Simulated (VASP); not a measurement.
Ga: single point with PBEsol

The system is Ga.

```xyz
1
Lattice="2.0585 1.1885 1.2720 -2.0585 1.1885 1.2720 0.0000 -2.3770 1.2720" Properties=species:S:1:pos:R:3 pbc="T T T"
Ga    0.0000    0.0000    1.9080
```

```yaml
Program: VASP 6.6.1
Task: single point
Functional: PBEsol
Potentials_or_basis: VASP PAW PBE potentials, release 64 (Ga_d)
Cutoff: 520 eV
k_mesh: 21 × 21 × 21
Occupations: gaussian, width 0.1 eV
Spin: no spin polarisation
Dipole_correction: no
Further_INCAR_settings: ALGO = Fast; EDIFF = 1e-07; NBANDS = 12
```

| Property | Result |
| --- | --- |
| Pressure | 0.1 GPa |

Levels at points of the mesh, in eV from the Fermi level:
```
           k point  band 2  band 3  band 4  band 5  band 6  band 7  band 8  band 9  band 10  band 11
(0.00, 0.00, 0.00)  -15.17  -14.73  -14.66  -14.66  -11.18    9.17   10.39   10.39    12.99    12.99
```

Wall time 69 s on 1 thread of Intel(R) Xeon(R) 6975P-C (Granite Rapids) (shared host), peak memory 0.29 GiB.

Caveat: the PAW data sets were made with another functional, which shifts forces and pressure a little.
